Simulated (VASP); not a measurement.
# Br (Pm-3m) in VASP: further runs

The runs below take Br through single point, relaxation of cell and atoms, with PBE.

All numbers are computed with VASP 6.6.1; they aren't measurements. Logs are shortened: lines on timing, memory, paths and dates and some standing lists are left out, and cuts for length are marked.

## (1) The cell of the first run

Symmetry: Pm-3m, No. 221, cubic system. The conventional cell has a = 2.465 Å, b = 2.465 Å, c = 2.465 Å, α = 90.00°, β = 90.00°, γ = 90.00°. Br (site symmetry m-3m) has 6 Br at 2.46 Å within 3.3 Å.

## (2) Single point, PBE (volume scaled by 0.5)

INCAR

```
SYSTEM = Br
PREC = Accurate ; ENCUT = 500
EDIFF = 1E-6 ; ISMEAR = -1
SIGMA = 0.1 ; LREAL = .FALSE.
LASPH = .TRUE. ; NELM = 120
ALGO = Normal ; ISIF = 2
LWAVE = .FALSE. ; LCHARG = .FALSE.
GGA = PE ; NBANDS = 10
GGA_COMPAT = .FALSE.
```

KPOINTS

```
regular mesh
0
G
  12 12 12
  0 0 0
```

POSCAR

```
Br
1.0
    2.4647483904      0.0000000000      0.0000000000
    0.0000000000      2.4647483904      0.0000000000
    0.0000000000      0.0000000000      2.4647483904
Br
1
Direct
    0.0000000000      0.0000000000      0.0000000000
```

Potentials or basis: VASP PAW PBE potentials, release 64 (Br).

Launch:

```console
$ cat potpaw_PBE.64/Br/POTCAR > POTCAR
$ mpirun -np 1 vasp_std > vasp.out
```

OUTCAR:

```text
SYSTEM = Br
   PREC = Accurate
   ENCUT = 500
   EDIFF = 1E-6
   ISMEAR = -1
   LREAL = .FALSE.
   LASPH = .TRUE.
   NELM = 120
   ISIF = 2
   GGA = PE

 ion  position               nearest neighbor table
   1  0.000  0.000  0.000-

  LATTYP: Found a simple cubic cell.
 ALAT       =     2.4647483904

  Lattice vectors:

 A1 = (   2.4647483904,   0.0000000000,   0.0000000000)
 A2 = (   0.0000000000,   2.4647483904,   0.0000000000)
 A3 = (   0.0000000000,   0.0000000000,   2.4647483904)

Analysis of symmetry for initial positions (statically):
=====================================================================
 Subroutine PRICEL returns:
 Original cell was already a primitive cell.

 Routine SETGRP: Setting up the symmetry group for a
 simple cubic supercell.

 Subroutine GETGRP returns: Found 48 space group operations
 (whereof 48 operations were pure point group operations)
 out of a pool of 48 trial point group operations.

The static configuration has the point symmetry O_h .

Analysis of symmetry for dynamics (positions and initial velocities):
=====================================================================
 Subroutine PRICEL returns:
 Original cell was already a primitive cell.

 Routine SETGRP: Setting up the symmetry group for a
 simple cubic supercell.

 Subroutine GETGRP returns: Found 48 space group operations
 (whereof 48 operations were pure point group operations)
 out of a pool of 48 trial point group operations.

The dynamic configuration has the point symmetry O_h .

 Subroutine INISYM returns: Found 48 space group operations
 (whereof 48 operations are pure point group operations),
 and found     1 'primitive' translations

----------------------------------------------------------------------------------------

                                     Primitive cell

  volume of cell :      14.9733

  direct lattice vectors                    reciprocal lattice vectors
     2.464748390  0.000000000  0.000000000     0.405720926  0.000000000  0.000000000
     0.000000000  2.464748390  0.000000000     0.000000000  0.405720926  0.000000000
     0.000000000  0.000000000  2.464748390     0.000000000  0.000000000  0.405720926

  length of vectors
     2.464748390  2.464748390  2.464748390     0.405720926  0.405720926  0.405720926

  position of ions in fractional coordinates (direct lattice)
     0.000000000  0.000000000  0.000000000

[... 73 lines left out ...]
   ENCUT  =  500.0 eV  36.75 Ry    6.06 a.u.   4.49  4.49  4.49*2*pi/ulx,y,z
   NELM   =    120;   NELMIN=  2; NELMDL= -5     # of ELM steps
   EDIFF  = 0.1E-05   stopping-criterion for ELM
   LREAL  =      F    real-space projection
   EDIFFG = 0.1E-04   stopping-criterion for IOM
   NSW    =      0    number of steps for IOM
   IBRION =     -1    ionic relax: 0-MD 1-quasi-New 2-CG
   NFREE  =      0    steps in history (QN), initial steepest desc. (CG)
   ISIF   =      2    stress and relaxation
   ISYM   =      2    0-nonsym 1-usesym 2-fastsym
   POTIM  = 0.5000    time-step for ionic-motion
   TEBEG  =    0.0;   TEEND  =   0.0 temperature during run
   PSTRESS=    0.0 pullay stress
   NELECT =       7.0000    total number of electrons
   NUPDOWN=      -1.0000    fix difference up-down
   EMIN   =  10.00;   EMAX   =-10.00  energy-range for DOS
   EFERMI =   0.00;   METHOD = LEGACY
   ISMEAR =    -1;   SIGMA  =   0.10  broadening in eV -4-tet -1-fermi 0-gaus
   EFERMI_NEDOS =   21; number of points for ismear=-14 and -15
   IALGO  =     38    algorithm
   IMIX   =      4    mixing-type and parameters
     AMIX     =   0.40;   BMIX     =  1.00
     AMIX_MAG =   1.60;   BMIX_MAG =  1.00
  volume/ion in A,a.u.               =      14.97       101.04
  Fermi-wavevector in a.u.,A,eV,Ry     =   1.270579  2.401046 21.964842  1.614370
  Thomas-Fermi vector in A             =   2.403558
   LORBIT       =      0    0 simple, 1 ext, 2 COOP (PROOUT), +10 PAW based schemes
   GGA     = PE    functional components
   LHFCALC =     F    Hartree Fock is set to
   AEXX    =    0.0000 exact exchange contribution
   IVDW    =     0    specifies the selected vdW correction
   LEPSILON=     F    determine dielectric tensor
   LRPA    =     F    only Hartree local field effects (RPA)
 non-spin polarized calculation
  energy-cutoff  :      500.00
  volume of cell :       14.97
 maximum number of plane-waves:       393
 NGX is ok and might be reduce to    18
   NGX =  9   NGY =  9   NGZ =  9

 number of electron       7.0000004 magnetization

 Free energy of the ion-electron system (eV)
  ---------------------------------------------------
  ext. energy  EPLUGINS =         0.00000000
  ---------------------------------------------------
  free energy    TOTEN  =         1.51782947 eV

  energy without entropy =        1.53834640  energy(sigma->0) =        1.52808793

 E-fermi :  11.3156     XC(G=0): -11.9153

 val. band max:       11.2985434039   @ k =   0.4167   0.0833   0.0833
 cond. band min:      11.3615301002   @ k =   0.3333   0.1667   0.0833
 fundamental gap:      0.0629866963
 Fermi energy:        11.3156144289

 k-point     1 :       0.0000    0.0000    0.0000
  band No.  band energies     occupation
      1     -11.7765      2.00000
      2      10.7182      1.99493
      3      10.7182      1.99493
      4      10.7182      1.99493
      5      17.1692      0.00000
      6      17.1692      0.00000
      7      19.8434      0.00000
      8      36.4288      0.00000
      9      36.4288      0.00000
     10      36.4288      0.00000
[... 287 lines left out ...]
 k-point    24 :       0.4167    0.3333    0.0000
  band No.  band energies     occupation
      1      -6.7060      2.00000
      2       1.1879      2.00000
      3       3.6848      2.00000
      4      13.6541      0.00000
      5      14.2716      0.00000
      6      23.7280      0.00000
      7      27.1810      0.00000
      8      29.2257      0.00000
      9      29.2974      0.00000
     10      31.6671      0.00000

 [... further k-points ...]
[... 5 lines left out ...]
  --------------------------------------------------------------------------------------
  -------------------------------------------------------------------------------------
  Total       10.4911341     10.4911341     10.4911341      0.0000000     -0.0000000      0.0000000
  in kB     1122.5746864   1122.5746864   1122.5746864      0.0000000     -0.0000000      0.0000000
  external PRESSURE =    1122.5746864 kB  Pullay stress =       0.0000000 kB

 VOLUME and BASIS-vectors are now :
 -----------------------------------------------------------------------------
  energy-cutoff  :      500.00
  volume of cell :       14.97
      direct lattice vectors                 reciprocal lattice vectors
     2.464748390  0.000000000  0.000000000     0.405720926  0.000000000  0.000000000
     0.000000000  2.464748390  0.000000000     0.000000000  0.405720926  0.000000000
     0.000000000  0.000000000  2.464748390     0.000000000  0.000000000  0.405720926

 POSITION                                       TOTAL-FORCE (eV/Angst)
 -----------------------------------------------------------------------------------
      0.00000      0.00000      0.00000         0.000000      0.000000      0.000000
 -----------------------------------------------------------------------------------
    total drift:                                0.000000      0.000000      0.000000

  FREE ENERGIE OF THE ION-ELECTRON SYSTEM (eV)
  ---------------------------------------------------
  free  energy   TOTEN  =         1.5178294671 eV

  energy  without entropy=        1.5383463966  energy(sigma->0) =        1.52808793
```

It took 14 s on 1 thread of Intel Xeon 8259CL, shared host; peak memory 0.12 GiB.

Results:

```yaml
Free_energy: 1.5178 eV
Pressure: 112.3 GPa
```

Caveat: the cell differs from its parent crystal (volume scaled by 0.5); an odd number of electrons without spin polarisation forces a metal; a magnetic or distorted state may lie lower.

## (3) Single point, PBE (volume scaled by 0.58)

INCAR

```
  ALGO = Normal
  EDIFF = 1E-6
  ENCUT = 500
  GGA = PE
  GGA_COMPAT = False
  ISIF = 2
  ISMEAR = -1
  LASPH = True
  LCHARG = False
  LREAL = False
  LWAVE = False
  NBANDS = 10
  NELM = 120
  PREC = Accurate
  SIGMA = 0.1
```

KPOINTS

```
k-points
0
Gamma
  12 12 12
```

POSCAR

```
Br
1.0
    2.5897544505      0.0000000000      0.0000000000
    0.0000000000      2.5897544505      0.0000000000
    0.0000000000      0.0000000000      2.5897544505
Br
1
Direct
    0.0000000000      0.0000000000      0.0000000000
```

Potentials or basis: VASP PAW PBE potentials, release 64 (Br).

Launch:

```console
$ cat potpaw_PBE.64/Br/POTCAR > POTCAR
$ mpirun -np 1 vasp_std > vasp.out
```

Run time: 17 s. Hardware: 1 thread of Intel Xeon 8259CL, shared host; peak memory 0.13 GiB.

It converged, with:

| Item | Value |
| --- | --- |
| Free energy | 0.2307 eV |
| Pressure | 63.5 GPa |

Levels at points of the mesh, in eV from the Fermi level:
| k point | band 2 | band 3 | band 4 | band 5 | band 6 | band 7 |
| --- | --- | --- | --- | --- | --- | --- |
| (0.00, 0.00, 0.00) | -0.46 | -0.46 | -0.46 | 6.70 | 6.70 | 7.90 |
| (0.50, 0.00, 0.00) | -10.55 | 1.29 | 1.29 | 9.19 | 12.09 | 12.85 |
| (0.50, 0.50, 0.00) | -8.23 | -8.23 | 1.13 | 2.90 | 13.75 | 16.11 |
| (0.50, 0.50, 0.50) | -6.18 | -6.18 | -6.18 | 4.53 | 4.53 | 4.53 |

Caveat: the cell differs from its parent crystal (volume scaled by 0.58); an odd number of electrons without spin polarisation forces a metal; a magnetic or distorted state may lie lower.

## (4) Single point, PBE

This run uses another cell than the first one, of 29.95 Å³/atom, 2.000 times its volume.

INCAR

```
SYSTEM = Br
PREC = Accurate ; ENCUT = 500
EDIFF = 1E-6 ; ISMEAR = -1
SIGMA = 0.1 ; LREAL = .False.
LASPH = .True. ; NELM = 120
ALGO = Normal ; ISIF = 2
LWAVE = .False. ; LCHARG = .False.
GGA = PE ; NBANDS = 10
GGA_COMPAT = .False.
```

KPOINTS

```
regular mesh
0
Gamma
  12 12 12
  0 0 0
```

POSCAR

```
Br
1.0
    3.1053883798      0.0000000000      0.0000000000
    0.0000000000      3.1053883798      0.0000000000
    0.0000000000      0.0000000000      3.1053883798
Br
1
Direct
    0.0000000000      0.0000000000      0.0000000000
```

Launch:

```console
$ cat potpaw_PBE.64/Br/POTCAR > POTCAR
$ mpirun -np 1 vasp_std > vasp.out
```

It took 24 s on 1 thread of Intel Xeon 8259CL, shared host; peak memory 0.15 GiB.

The run converged. Its results:

```
Free energy : -1.2280 eV
Pressure    : 0.0 GPa
```

Levels at points of the mesh, in eV from the Fermi level:
```
           k point  band 2  band 3  band 4  band 5  band 6  band 7
(0.00, 0.00, 0.00)   -0.14   -0.14   -0.14    6.44    8.94    8.94
(0.50, 0.00, 0.00)   -4.84    0.49    0.49    9.68   10.48   11.62
(0.50, 0.50, 0.00)   -3.80   -3.80    1.04    5.44   11.89   15.03
(0.50, 0.50, 0.50)   -2.92   -2.92   -2.92    7.65    7.65    7.65
```

Caveat: an odd number of electrons without spin polarisation forces a metal; a magnetic or distorted state may lie lower.

## (5) Relaxation of cell and atoms, PBE

This run uses another cell than the first one, of 29.16 Å³/atom, 1.947 times its volume.

INCAR

```
  ALGO = Normal
  EDIFF = 1E-7
  EDIFFG = -0.005
  ENCUT = 500
  GGA = PE
  GGA_COMPAT = False
  IBRION = 2
  ISIF = 3
  ISMEAR = -1
  LASPH = True
  LCHARG = False
  LREAL = False
  LWAVE = False
  NELM = 120
  NELMIN = 4
  NSW = 60
  PREC = Accurate
  SIGMA = 0.1
```

KPOINTS

```
k-points
0
Gamma
  12 12 12
```

POSCAR

```
Br
1.0
    3.0779567040      0.0000000000      0.0000000000
    0.0000000000      3.0779567040      0.0000000000
    0.0000000000      0.0000000000      3.0779567040
Br
1
Direct
    0.0000000000      0.0000000000      0.0000000000
```

Launch:

```console
$ cat potpaw_PBE.64/Br/POTCAR > POTCAR
$ mpirun -np 1 vasp_std > vasp.out
```

Run time: 46 s. Hardware: 1 thread of Intel Xeon 8259CL, shared host; peak memory 0.14 GiB.

It converged, with:

```yaml
Free_energy: -1.2279 eV
Relaxed_volume: 29.96 Å³/atom
Relaxed_cell: a = 3.106 Å, b = 3.106 Å, c = 3.106 Å, α = 90.00°, β = 90.00°, γ = 90.00°
Space_group_after_relaxing_to_0.05_Å: Pm-3m (No. 221)
Energy_gained_by_relaxing: 2.0 meV/atom
Ionic_steps: 3
Pressure_after_relaxing: 0.0 GPa
```

The path:
```
step  energy change (eV)  largest force (eV/Å)  pressure (GPa)  volume (Å³)
   1              0.0000                0.0000            0.82        29.16
   2             -0.0019                0.0000            0.15        29.79
   3             -0.0020                0.0000           -0.01        29.96
```

Final structure:
```
CELL_PARAMETERS angstrom
3.10577 0.00000 0.00000
0.00000 3.10577 0.00000
0.00000 0.00000 3.10577
ATOMIC_POSITIONS crystal
Br 0.00000 0.00000 0.00000
```

Levels at points of the mesh, in eV from the Fermi level:
| k point | band 1 | band 2 | band 3 | band 4 | band 5 | band 6 | band 7 |
| --- | --- | --- | --- | --- | --- | --- | --- |
| (0.00, 0.00, 0.00) | -15.56 | -0.14 | -0.14 | -0.14 | 6.44 | 8.94 | 8.94 |
| (0.50, 0.00, 0.00) | -14.69 | -4.84 | 0.49 | 0.49 | 9.68 | 10.48 | 11.61 |
| (0.50, 0.50, 0.00) | -13.87 | -3.80 | -3.80 | 1.04 | 5.44 | 11.89 | 15.03 |
| (0.50, 0.50, 0.50) | -13.08 | -2.92 | -2.92 | -2.92 | 7.65 | 7.65 | 7.65 |

Caveat: an odd number of electrons without spin polarisation forces a metal; a magnetic or distorted state may lie lower.

## (6) Overview

| task | cell | gap on the mesh (eV) | pressure (GPa) |
| --- | --- | --- | --- |
| single point | a = 2.465 Å, 1 atom | none | 112.3 |
| single point | a = 2.590 Å, 1 atom | none | 63.5 |
| single point | a = 3.105 Å, 1 atom | none | 0.0 |
| relaxation of cell and atoms | relaxed from a = 3.078 Å, 1 atom | none | 0.0 |

Alike in all rows: level PBE; potentials or basis VASP PAW PBE potentials, release 64 (Br); no spin polarisation; k mesh 12 × 12 × 12; cutoff (eV) 500; smearing fermi-dirac 0.1 eV.

Caveats: an odd number of electrons without spin polarisation forces a metal; a magnetic or distorted state may lie lower.

Absolute energies hang on the potentials; compare differences alone.
